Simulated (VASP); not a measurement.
Here is a VASP 6.6.1 calculation.

Contents of INCAR:

```
SYSTEM = CdS
  PREC = Accurate
  ENCUT = 520
  EDIFF = 1E-6
  ISMEAR = 0
  SIGMA = 0.02
  LREAL = .False.
  LASPH = .True.
  NELM = 80
  ALGO = Normal
  ISIF = 2
  LWAVE = .False.
  LCHARG = .False.
  GGA = PE
  NBANDS = 36
```

The input KPOINTS:

```
Automatic mesh
0
Gamma
  6 6 8
  0 0 0
```

Contents of POSCAR:

```
CdS
1.0
    6.6037307818      0.0000000000      0.0000000000
   -3.3018653909      5.7189986168      0.0000000000
    0.0000000000      0.0000000000      4.0021471268
Cd S
3 3
Direct
    0.6201617973      0.0000000000      0.6666666667
    0.0000000000      0.6201617973      0.3333333333
    0.3798382027      0.3798382027      0.0000000000
    0.3693234568      0.0000000000      0.1666666667
    0.0000000000      0.3693234568      0.8333333333
    0.6306765432      0.6306765432      0.5000000000
```

Potentials or basis: VASP PAW PBE potentials, release 64 (Cd, S).

Run with:

```bash
$ cat potpaw_PBE.64/Cd/POTCAR potpaw_PBE.64/S/POTCAR > POTCAR
$ mpirun -np 1 vasp_std > vasp.out
```

**Question.** What does it give for the pressure?

**Answer.** 0.3 GPa.

**Question.** Predict the largest force.

**Answer.** 0.006 eV/Å.

**Question.** What does it give for the band gap on the k mesh?

**Answer.** 0.98 eV.

Forces on the atoms (eV/Å):
```
Cd   0.003  0.000  0.000
Cd  -0.002  0.003  0.000
Cd  -0.002 -0.003  0.000
S   -0.006  0.000  0.000
S    0.003 -0.005  0.000
S    0.003  0.005  0.000
```
